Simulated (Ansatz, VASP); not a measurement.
**LuW2ClO4: VASP beside Ansatz**

INCAR

```
ALGO = Normal
EDIFF = 1E-6
ENCUT = 520
GGA = PE
ISIF = 2
ISMEAR = -4
LASPH = True
LCHARG = False
LREAL = False
LWAVE = False
NBANDS = 52
NELM = 80
PREC = Accurate
SIGMA = 0.1
```

The input KPOINTS:

```
k-points
0
Gamma
  5 5 3
```

File POSCAR:

```
LuW2ClO4
1.0
    3.5184490000      0.0000000000      0.0000000000
    0.0000000000      3.5184490000      0.0000000000
    0.0000000000      0.0000000000      8.1500790000
Cl Lu O W
1 1 4 2
Direct
    0.0000000000      0.0000000000      0.5000000000
    0.0000000000      0.0000000000      0.0000000000
    0.5000000000      0.0000000000      0.8480000000
    0.0000000000      0.5000000000      0.8480000000
    0.5000000000      0.0000000000      0.1520000000
    0.0000000000      0.5000000000      0.1520000000
    0.5000000000      0.5000000000      0.7193000000
    0.5000000000      0.5000000000      0.2807000000
```

Input for Ansatz:

```yaml
crystal:
  lattice:
    - [3.518449, 0.0, 0.0]
    - [0.0, 3.518449, 0.0]
    - [0.0, 0.0, 8.150079]
  atoms:
    - { symbol: Cl, position: [0.0, 0.0, 0.5] }
    - { symbol: Lu, position: [0.0, 0.0, 0.0] }
    - { symbol: O, position: [0.5, 0.0, 0.848] }
    - { symbol: O, position: [0.0, 0.5, 0.848] }
    - { symbol: O, position: [0.5, 0.0, 0.152] }
    - { symbol: O, position: [0.0, 0.5, 0.152] }
    - { symbol: W, position: [0.5, 0.5, 0.7193] }
    - { symbol: W, position: [0.5, 0.5, 0.2807] }
  symmetry: { tolerance: 0.0003 }
kpoints:
  mp_grid: { grid: [5, 5, 3], shift: [0, 0, 0] }
magnetization:
  spin_polarized: false
scf:
  occupations: { method: tetrahedron_uncorrected }
hamiltonian:
  pseudopotentials: { kind: paw }
  xc: pbe
basis:
  ecutwfc: 420
output:
  forces: true
  stress: true
  eigenvalues: true
```

Alike in both runs: task single point; functional PBE; k mesh 5 × 5 × 3; no spin polarisation.

|  | VASP | Ansatz |
| --- | --- | --- |
| version | VASP 6.6.1 | Ansatz 0.2.0 |
| potentials or method | VASP PAW PBE potentials, release 64 (Cl, Lu, O, W_sv), cutoff 520 eV | PAW plane waves |
| occupations | tetrahedron | tetrahedron-uncorrected |
| valence electrons in the cell | 84 | 84 |

Ansatz gave:

| Item | Value |
| --- | --- |
| gap on the k mesh at the Fermi level (eV) | none |
| pressure (GPa) | 14.4 |
| traceless stress, the component that is largest in VASP (GPa) | -12.52 |
| rms of the force components (eV/Å) | 1.311 |

Problem. Estimate VASP's values.

Solution. gap on the k mesh at the Fermi level (eV): none; pressure (GPa): 16.0; traceless stress, the component that is largest in VASP (GPa): -12.81; rms of the force components (eV/Å): 1.314.

Atom by atom the forces differ by 0.042 eV/Å (rms over components). A gap of «none» marks a metal or a gap that the smearing closes. Ansatz's warnings: band table not solved further.

Neither program's run includes spin-orbit coupling.
